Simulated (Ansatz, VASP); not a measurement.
# SiC in VASP and in Ansatz

POSCAR

```
SiC
1.0
   -3.0759982064      0.0000000000      0.0000000000
   -1.5379991032     -2.6638925888      0.0000000000
   -3.8448439581     -2.2198216942     10.0960000000
Si C
4 4
Direct
   -0.2114365417     -0.2114365417      0.6537500000
    0.2052134583      0.2052134583      0.1537500000
   -0.0864282083     -0.0864282083      0.9037500000
    0.3302217917      0.3302217917      0.4037500000
   -0.3718467917     -0.3718467917      0.8462500000
    0.0448032083      0.0448032083      0.3462500000
    0.5864615417      0.5864615417      0.0962500000
    0.1698115417      0.1698115417      0.5962500000
```

File INCAR.step1:

```
SYSTEM = SiC
PREC = Accurate
ENCUT = 520
ISMEAR = 0
SIGMA = 0.05
LREAL = .False.
LASPH = .True.
NELM = 100
NBANDS = 26
GGA = PE
ALGO = Normal
EDIFF = 1E-4
LWAVE = .True.
LCHARG = .False.
```

The input INCAR.step2:

```
SYSTEM = SiC
PREC = Accurate
ENCUT = 520
EDIFF = 1E-7
ISMEAR = 0
SIGMA = 0.05
LREAL = .False.
LASPH = .True.
NELM = 100
ALGO = Normal
ISIF = 2
LWAVE = .False.
LCHARG = .False.
METAGGA = R2SCAN
LMIXTAU = .True.
NBANDS = 26
ISTART = 1
```

File KPOINTS:

```
Automatic mesh
0
Gamma
  8 8 3
  0 0 0
```

Input for Ansatz:

```yaml
crystal:
  lattice:
    - [-3.0759982064, 0.0, 0.0]
    - [-1.5379991032, -2.6638925888, 0.0]
    - [-3.8448439581, -2.2198216942, 10.096]
  atoms:
    - { symbol: Si, position: [-0.2114365417, -0.2114365417, 0.65375] }
    - { symbol: Si, position: [0.2052134583, 0.2052134583, 0.15375] }
    - { symbol: Si, position: [-0.0864282083, -0.0864282083, 0.90375] }
    - { symbol: Si, position: [0.3302217917, 0.3302217917, 0.40375] }
    - { symbol: C, position: [-0.3718467917, -0.3718467917, 0.84625] }
    - { symbol: C, position: [0.0448032083, 0.0448032083, 0.34625] }
    - { symbol: C, position: [0.5864615417, 0.5864615417, 0.09625] }
    - { symbol: C, position: [0.1698115417, 0.1698115417, 0.59625] }
basis:
  ecutwfc: 500
kpoints:
  mp_grid: { grid: [8, 8, 3] }
hamiltonian:
  xc: r2scan
scf:
  occupations: { method: gaussian, width: 0.05 }
output:
  forces: true
  stress: true
  eigenvalues: true
  write_density: true
  write_potential: true
  elf: true
  volumetric_format: npy
```

Alike in both runs: task single point; functional r2SCAN; k mesh 8 × 8 × 3; occupations gaussian, width 0.05 eV; no spin polarisation.

```csv
,VASP,Ansatz
version,VASP 6.6.1,Ansatz 0.2.0
potentials or method,"VASP PAW PBE potentials, release 64 (Si, C), cutoff 520 eV","scalar-relativistic, plane waves, PAW"
valence electrons in the cell,32,32
```

```tsv
	VASP	Ansatz	Ansatz less VASP
gap on the k mesh at the Fermi level (eV)	2.06	2.05	-0.003
least direct gap on the mesh (eV)	3.50	3.50	-0.003
pressure (GPa)	-0.3	-0.2	+0.17
traceless stress, the component that is largest in VASP (GPa)	-11.50	-11.45	+0.046
rms of the force components (eV/Å)	0.781	0.781	0.0000
```

VASP's potentials were made for PBE, not for r2SCAN. Atom by atom the forces differ by 0.004 eV/Å (rms over components).
